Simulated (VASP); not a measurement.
Crystal: AlSi2Cl.

```
CELL_PARAMETERS angstrom
3.80282 0.00000 0.00000
-1.90141 3.29334 0.00000
0.00000 0.00000 4.98986
ATOMIC_POSITIONS crystal
Al 0.66667 0.33333 0.50000
Si 0.00000 0.00000 0.74682
Si 0.00000 0.00000 0.25318
Cl 0.33333 0.66667 0.00000
```

```yaml
Program: VASP 6.6.1
Task: relaxation of cell and atoms
Functional: PBE
Potentials_or_basis: VASP PAW PBE potentials, release 64 (Al, Si, Cl)
Cutoff: 600 eV
k_mesh: 6 × 6 × 4
Occupations: gaussian, width 0.1 eV
Spin: no spin polarisation
```

At the start: pressure 21.4 GPa; volume 15.62 Å³/atom.

Question: Where does the relaxation end?

Answer: Over 9 steps the energy falls by 284.6 meV/atom and the volume is 19.97 Å³/atom (+27.9 %); space group P-6m2 (No. 187, to 0.05 Å).

Step by step:
| step | energy change (eV) | largest force (eV/Å) | pressure (GPa) | volume (Å³) |
| --- | --- | --- | --- | --- |
| 1 | 0.0000 | 0.8302 | 21.35 | 62.49 |
| 2 | -1.0546 | 0.4826 | -2.33 | 83.22 |
| 3 | -1.0662 | 0.5262 | -0.74 | 80.53 |
| 4 | -1.0663 | 0.5200 | -0.98 | 80.92 |
| 5 | -1.1219 | 0.1824 | -0.17 | 80.41 |
| 6 | -1.1225 | 0.2716 | -0.07 | 80.36 |
| 7 | -1.1313 | 0.2041 | -0.01 | 80.20 |
| 8 | -1.1382 | 0.0481 | 0.09 | 79.92 |
| 9 | -1.1382 | 0.0330 | 0.10 | 79.90 |

Final structure:
```
Al Si Cl
1.0
     4.28539    0.00000    0.00000
    -2.14269    3.71126    0.00000
     0.00000    0.00000    5.02373
Al Si Cl
1 2 1
Direct
  0.66667 0.33333 0.50000
  0.00000 0.00000 0.73982
  0.00000 0.00000 0.26018
  0.33333 0.66667 0.00000
```

Caveat: the volume moved by over 15 % at a fixed basis, so the end points are rough.
